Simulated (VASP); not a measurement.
Wanted: the native input for a VASP 6.6.1 run.

* Task: single point
* Functional: LDA
* Potentials or basis: VASP PAW LDA potentials, release 64 (Tc_pv, Rh_pv)
* Cutoff: 520 eV
* k mesh: 12 × 12 × 7
* Occupations: fermi-dirac, width 0.1 eV
* Spin: no spin polarisation
* Dipole correction: no
* Further INCAR settings: ALGO = Normal; EDIFF = 1e-06; NBANDS = 21

The structure of TcRh lies in POSCAR:

```
TcRh
1.0
    2.7460390992      0.0000000000      0.0000000000
   -1.3730200540      2.3781398412      0.0000000000
    0.0000000000      0.0000000000      4.3692876668
Tc Rh
1 1
Direct
    0.6666666667      0.3333333333      0.0000000000
    0.0000000000      0.0000000000      0.5000000000
```

One way to write it, as run:

INCAR

```
SYSTEM = TcRh
ALGO = Normal ; EDIFF = 1E-6
ENCUT = 520 ; ISIF = 2
ISMEAR = -1 ; LASPH = .TRUE.
LCHARG = .TRUE. ; LELF = .TRUE.
LREAL = .FALSE. ; LVHAR = .TRUE.
LWAVE = .FALSE. ; NBANDS = 21
NELM = 60 ; PREC = Accurate
SIGMA = 0.1
```

KPOINTS

```
k-points
0
G
  12 12 7
  0 0 0
```

Potentials or basis: VASP PAW LDA potentials, release 64 (Tc_pv, Rh_pv).

Launch:

```console
$ cat potpaw_LDA.64/Tc_pv/POTCAR potpaw_LDA.64/Rh_pv/POTCAR > POTCAR
$ mpirun -np 1 vasp_std > vasp.out
```

It gave:

The pressure is -17.5 GPa. The band gap on the k mesh is zero (band 14 reaches 12.89 eV, above the bottom of band 15 at 10.62 eV).

It took 24 s on 1 thread of Intel(R) Xeon(R) Platinum 8488C (Sapphire Rapids) (shared host), peak memory 0.16 GiB.
